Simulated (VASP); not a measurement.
A run of VASP 6.6.1 is set up as follows.

File INCAR:

```
SYSTEM = Hf
PREC     = Accurate       ! precision mode
ENCUT    = 520            ! plane-wave cutoff, eV
EDIFF    = 1E-6           ! SCF threshold, eV
ISMEAR   = 0              ! smearing method
SIGMA    = 0.15           ! smearing width, eV
LREAL    = .False.        ! projectors in reciprocal space
LASPH    = .True.         ! aspherical terms in the spheres
NELM     = 80             ! most SCF steps
ALGO     = Fast           ! electronic algorithm
ISIF     = 2              ! what is computed and relaxed
LWAVE    = .False.        ! write WAVECAR
LCHARG   = .True.         ! write CHGCAR
GGA      = PS             ! functional
LELF     = .True.         ! ELF
LVHAR    = .True.       
NBANDS   = 11             ! bands
```

File KPOINTS:

```
Automatic mesh
0
Gamma
  18 18 18
  0 0 0
```

File POSCAR:

```
Hf
1.0
   -1.8050000000      1.8050000000      1.9629375000
    1.8050000000     -1.8050000000      1.9629375000
    1.8050000000      1.8050000000     -1.9629375000
Hf
1
Direct
    0.0000000000      0.0000000000      0.0000000000
```

Potentials or basis: VASP PAW PBE potentials, release 64 (Hf_pv).

Launch:

```bash
$ cat potpaw_PBE.64/Hf_pv/POTCAR > POTCAR
$ mpirun -np 1 vasp_std > vasp.out
```

**Question.** Predict the band gap on the k mesh.

**Answer.** Zero (bands 5 and 6 overlap by 1.93 eV).

**Question.** What does it give for the pressure?

**Answer.** -14.4 GPa.

Stress tensor (GPa, compression positive):
```
-15.64   0.00   0.00
  0.00 -15.64   0.00
  0.00   0.00 -11.94
```

Caveat: the cell differs from its parent crystal (strain +0.0875 x Voigt [0, 0, 1, 0, 0, 0]); the cell stands under tension; the PAW data sets were made with another functional, which shifts forces and pressure a little; spin-orbit coupling is left out, which moves the levels of the heavy elements.
